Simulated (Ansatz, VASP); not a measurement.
# One calculation of GaN, two programs

```xyz
2
Lattice="0.0000 2.2832 2.2832 2.2832 0.0000 2.2832 2.2832 2.2832 0.0000" Properties=species:S:1:pos:R:3 pbc="T T T"
Ga    0.0000    0.0000    0.0000
N     1.1416    1.1416    1.1416
```

Alike in both runs: task single point; functional B3LYP; k mesh 5 × 5 × 5; occupations fermi-dirac, width 0.05 eV; no spin polarisation.

|  | VASP | Ansatz |
| --- | --- | --- |
| version | VASP 6.6.1 | Ansatz 0.2.0 |
| potentials or method | VASP PAW PBE potentials, release 64 (Ga_d, N) | Ansatz PAW |
| plane-wave cutoff (eV) | 520 | 420 |
| valence electrons in the cell | 18 | 18 |

```tsv
	VASP	Ansatz	Ansatz less VASP
gap on the k mesh at the Fermi level (eV)	3.13	3.10	-0.029
least direct gap on the mesh (eV)	3.13	3.10	-0.029
pressure (GPa)	-2.2	-3.3	-1.11
```

VASP's potentials were made for PBE, not for B3LYP. With one functional, cell and mesh, what is left measures potentials, basis and numerics.

The k mesh is coarse, so the values compare programs but aren't converged. Noted on Ansatz's run: odd divisions of the mesh miss points on the zone boundary, where band edges often lie, so the gap on the mesh can be too wide.
